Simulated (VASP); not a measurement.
A run of VASP 6.6.1:

Contents of POSCAR:

```
CsH
1.0
    0.0000000000      3.1880000000      3.1880000000
    3.1880000000      0.0000000000      3.1880000000
    3.1880000000      3.1880000000      0.0000000000
Cs H
1 1
Direct
    0.0000000000      0.0000000000      0.0000000000
    0.5000000000      0.5000000000      0.5000000000
```

INCAR.step1

```
SYSTEM = CsH
ALGO = Normal
EDIFF = 1E-4
ENCUT = 520
GGA = PE
ISMEAR = 0
LASPH = .True.
LCHARG = .False.
LREAL = .False.
LWAVE = .True.
NBANDS = 12
NELM = 100
PREC = Accurate
SIGMA = 0.02
```

Contents of INCAR.step2:

```
SYSTEM = CsH
ALGO = Normal
EDIFF = 1E-6
ENCUT = 520
ISIF = 2
ISMEAR = 0
ISTART = 1
LASPH = .True.
LCHARG = .False.
LMIXTAU = .True.
LREAL = .False.
LWAVE = .False.
METAGGA = R2SCAN
NBANDS = 12
NELM = 100
PREC = Accurate
SIGMA = 0.02
```

Contents of KPOINTS:

```
k-points
0
Gamma
  6 6 6
  0 0 0
```

Potentials or basis: VASP PAW PBE potentials, release 64 (Cs_sv, H).

Launch:

```bash
$ cat potpaw_PBE.64/Cs_sv/POTCAR potpaw_PBE.64/H/POTCAR > POTCAR
$ cp INCAR.step1 INCAR
$ mpirun -np 1 vasp_std > vasp.out
$ cp INCAR.step2 INCAR
$ mpirun -np 1 vasp_std > vasp.out
```

Hardware: 1 thread of AMD EPYC 9R45 96-Core Processor (Zen 5) (shared host).

Estimate the wall time of this run.

It took 39 s on 1 thread of AMD EPYC 9R45 96-Core Processor (Zen 5), on a shared host, peak memory 0.18 GiB. Counts: k points 16.
